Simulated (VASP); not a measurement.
# KTmI4 (R3m) in VASP: further runs, part 2 of 2

VASP 6.6.1.

## 3. Relaxation of cell and atoms, PBE

This run uses another cell than the first one, of 84.74 Å³/atom.

INCAR reads:

```
SYSTEM = KTmI4
PREC     = Accurate       ! precision mode
ENCUT    = 500            ! plane-wave cutoff, eV
EDIFF    = 1E-7           ! SCF threshold, eV
ISMEAR   = 0              ! smearing method
SIGMA    = 0.02           ! smearing width, eV
LREAL    = .FALSE.        ! projectors in reciprocal space
LASPH    = .TRUE.         ! aspherical terms in the spheres
NELM     = 200            ! most SCF steps
ALGO     = Normal         ! electronic algorithm
ISIF     = 3              ! what is computed and relaxed
LWAVE    = .FALSE.        ! write WAVECAR
LCHARG   = .FALSE.        ! write CHGCAR
GGA      = PE             ! functional
IBRION   = 2              ! ionic algorithm
NSW      = 100            ! ionic steps
EDIFFG   = -0.01          ! ionic threshold
GGA_COMPAT= .FALSE.      
NELMIN   = 4            
LMAXMIX  = 6              ! l up to which the mixer works
```

KPOINTS reads:

```
Automatic mesh
0
G
  3 3 3
  0 0 0
```

POSCAR reads:

```
KTmI4
1.0
    5.3118882217      3.0668200947      5.2018891887
   -5.3118882217      3.0668200947      5.2018891887
    0.0000000000     -6.1336401894      5.2018891887
K Tm I
1 1 4
Direct
    0.1125884333      0.1125884333      0.1125884333
    0.8666882938      0.8666882938      0.8666882938
    0.8127872462      0.2231783133      0.8127872462
    0.8127872462      0.8127872462      0.2231783133
    0.2231783133      0.8127872462      0.8127872462
    0.6886185872      0.6886185872      0.6886185872
```

Potentials or basis: VASP PAW PBE potentials, release 64 (K_sv, Tm_3, I), 4f in core.

Command:

```console
> cat potpaw_PBE.64/K_sv/POTCAR potpaw_PBE.64/Tm_3/POTCAR potpaw_PBE.64/I/POTCAR > POTCAR
> mpirun -np 1 vasp_std > vasp.out
```

OUTCAR:

```text
SYSTEM = KTmI4
   PREC = Accurate
   ENCUT = 500
   EDIFF = 1E-7
   ISMEAR = 0
   LREAL = .FALSE.
   LASPH = .TRUE.
   NELM = 200
   ISIF = 3
   GGA = PE
   IBRION = 2
   NSW = 100
   EDIFFG = -0.01
   NELMIN = 4

 ion  position               nearest neighbor table
   1  0.113  0.113  0.113-   4 3.58   3 3.58   5 3.58
   2  0.867  0.867  0.867-   6 2.78   4 2.83   5 2.83   3 2.83
   3  0.813  0.223  0.813-   2 2.83   1 3.58
   4  0.813  0.813  0.223-   2 2.83   1 3.58
   5  0.223  0.813  0.813-   2 2.83   1 3.58
   6  0.689  0.689  0.689-   2 2.78

  LATTYP: Found a trigonal (rhomboedric) cell.
 ALAT       =     8.0424618808
 COS(alpha) =     0.1275313542

  Lattice vectors:

 A1 = (   5.3118882217,   3.0668200947,   5.2018891887)
 A2 = (  -5.3118882217,   3.0668200947,   5.2018891887)
 A3 = (   0.0000000000,  -6.1336401894,   5.2018891887)

Analysis of symmetry for initial positions (statically):
=====================================================================
 Subroutine PRICEL returns:
 Original cell was already a primitive cell.

 Routine SETGRP: Setting up the symmetry group for a
 trigonal (rhombohedral) supercell.

[... 156 lines left out ...]

  energy without entropy =      -18.77618633  energy(sigma->0) =      -18.77618633

------------------------ aborting loop because EDIFF is reached ----------------------------------------

  FORCE on cell =-STRESS in cart. coord.  units (eV):
  Direction    XX          YY          ZZ          XY          YZ          ZX
  --------------------------------------------------------------------------------------
  -------------------------------------------------------------------------------------
  Total        2.2015122      2.2015122      1.2114748      0.0000000      0.0000000      0.0000000
  in kB        6.9371663      6.9371663      3.8174679      0.0000000      0.0000000      0.0000000
  external PRESSURE =       5.8972669 kB  Pullay stress =       0.0000000 kB
[... 101 lines left out ...]
  FREE ENERGIE OF THE ION-ELECTRON SYSTEM (eV)
  ---------------------------------------------------
  free  energy   TOTEN  =       -18.8308271021 eV

  energy  without entropy=      -18.8308271021  energy(sigma->0) =      -18.83082710

[... ionic steps 4 to 19 ...]

--------------------------------------- Ionic step       20  -------------------------------------------

 number of electron      46.0000009 magnetization

------------------------ aborting loop because EDIFF is reached ----------------------------------------
[... 75 lines left out ...]
--------------------------------------- Ionic step       22  -------------------------------------------

 number of electron      46.0000009 magnetization

 Free energy of the ion-electron system (eV)
  ---------------------------------------------------
  ext. energy  EPLUGINS =         0.00000000
  ---------------------------------------------------
  free energy    TOTEN  =       -18.95754306 eV

  energy without entropy =      -18.95754306  energy(sigma->0) =      -18.95754306

 E-fermi :  -3.1210     XC(G=0):  -4.1712

 val. band max:       -3.2615860692   @ k =   0.3333   0.3333   0.0000
 cond. band min:       0.4641976630   @ k =   0.0000   0.0000   0.0000
 fundamental gap:      3.7257837322
 Fermi energy:        -3.1210338267

 k-point     1 :       0.0000    0.0000    0.0000
  band No.  band energies     occupation
      1     -33.2411      2.00000
      2     -27.6638      2.00000
      3     -27.6638      2.00000
      4     -27.5976      2.00000
      5     -16.7370      2.00000
      6     -16.7077      2.00000
[... 202 lines left out ...]
  FREE ENERGIE OF THE ION-ELECTRON SYSTEM (eV)
  ---------------------------------------------------
  free  energy   TOTEN  =       -18.9575430600 eV

  energy  without entropy=      -18.9575430600  energy(sigma->0) =      -18.95754306

 reached required accuracy - stopping structural energy minimisation
```

OSZICAR:

```text
N       E                     dE             d eps       ncg     rms          rms(c)
DAV:   1     0.335624335192E+03    0.33562E+03   -0.16165E+04   372   0.124E+03
DAV:   2     0.224934813213E+02   -0.31313E+03   -0.30810E+03   497   0.314E+02
DAV:   3    -0.168941169246E+02   -0.39388E+02   -0.39207E+02   472   0.883E+01
[... 309 lines left out ...]
DAV:   3    -0.189575468630E+02    0.10483E-04   -0.14975E-05   488   0.260E-02    0.100E-02
DAV:   4    -0.189575435958E+02    0.32672E-05   -0.64215E-06   536   0.135E-02    0.570E-03
DAV:   5    -0.189575431755E+02    0.42025E-06   -0.96234E-07   522   0.475E-03    0.214E-03
DAV:   6    -0.189575430622E+02    0.11333E-06   -0.89769E-08   352   0.185E-03    0.906E-04
DAV:   7    -0.189575430600E+02    0.21910E-08   -0.30752E-08   279   0.130E-03
  22 F= -.18957543E+02 E0= -.18957543E+02  d E =-.451803E-04
```

Wall time 17 min (1 thread of Intel Xeon 6975P-C (Granite Rapids), shared host); peak memory 0.59 GiB.

What came out:

```
Free energy                           : -18.9575 eV
Relaxed volume                        : 107.11 Å³/atom
Relaxed cell                          : a = 8.647 Å, b = 8.647 Å, c = 8.647 Å, α = 86.31°, β = 86.31°, γ = 86.31°
Space group after relaxing (to 0.1 Å) : R3m (No. 160)
Energy gained by relaxing             : 30.2 meV/atom
Ionic steps                           : 22
Pressure after relaxing               : 0.0 GPa
Largest force after relaxing          : 0.007 eV/Å
Band gap on the k mesh                : 3.73 eV (least direct gap 3.87 eV)
```

Forces on the atoms (eV/Å):
```
K    0.000  0.000  0.003
Tm   0.000  0.000  0.003
I    0.004 -0.002  0.000
I    0.000  0.005  0.000
I   -0.004 -0.002  0.000
I    0.000  0.000 -0.007
```

The path:
| step | energy change (eV) | largest force (eV/Å) | pressure (GPa) | volume (Å³) |
| --- | --- | --- | --- | --- |
| 1 | 0.0000 | 0.0266 | 0.59 | 508.45 |
| 2 | -0.0525 | 0.2906 | 0.09 | 531.74 |
| 3 | -0.0546 | 0.3699 | -0.03 | 538.28 |
| 4 | -0.0827 | 0.3175 | -0.01 | 545.89 |
| 5 | -0.1303 | 0.1840 | 0.06 | 568.87 |
| 6 | -0.1361 | 0.3109 | 0.11 | 579.13 |
| 7 | -0.1473 | 0.4610 | -0.03 | 599.35 |
| 8 | -0.1492 | 0.2938 | 0.01 | 593.58 |
| 9 | -0.1591 | 0.2152 | -0.01 | 602.68 |
| 10 | -0.1722 | 0.0973 | -0.05 | 625.43 |
| 11 | -0.1731 | 0.1117 | -0.06 | 632.69 |
| 12 | -0.1729 | 0.2414 | 0.13 | 629.64 |
| 13 | -0.1757 | 0.1001 | 0.03 | 631.18 |
| 14 | -0.1790 | 0.0406 | 0.03 | 634.71 |
| 15 | -0.1800 | 0.1293 | 0.03 | 638.10 |
| 16 | -0.1794 | 0.0895 | -0.04 | 646.05 |
| 17 | -0.1809 | 0.0329 | 0.00 | 641.57 |
| 18 | -0.1811 | 0.0269 | 0.01 | 641.42 |
| 19 | -0.1811 | 0.0410 | 0.01 | 641.34 |
| 20 | -0.1812 | 0.0287 | 0.01 | 641.72 |
| 21 | -0.1813 | 0.0052 | 0.00 | 642.47 |
| 22 | -0.1814 | 0.0065 | 0.00 | 642.65 |

Final structure:
```yaml
crystal:
  lattice:
    - [5.91413, 3.41452, 5.30401]
    - [-5.91413, 3.41452, 5.30401]
    - [0.00000, -6.82905, 5.30401]
  atoms:
    - { symbol: K, position: [0.10710, 0.10710, 0.10710] }
    - { symbol: Tm, position: [0.86797, 0.86797, 0.86797] }
    - { symbol: I, position: [0.82570, 0.19852, 0.82570] }
    - { symbol: I, position: [0.82570, 0.82570, 0.19852] }
    - { symbol: I, position: [0.19852, 0.82570, 0.82570] }
    - { symbol: I, position: [0.69165, 0.69165, 0.69165] }
```

Caveat: the volume moved by over 15 % at a fixed basis, so the end points are rough; spin-orbit coupling is left out, which moves the levels of the heavy elements; the 4f electrons are frozen in the core, so they carry no moment and show no levels. Spin polarisation is off, so any magnetic state and its effect on volume and gap are missing.
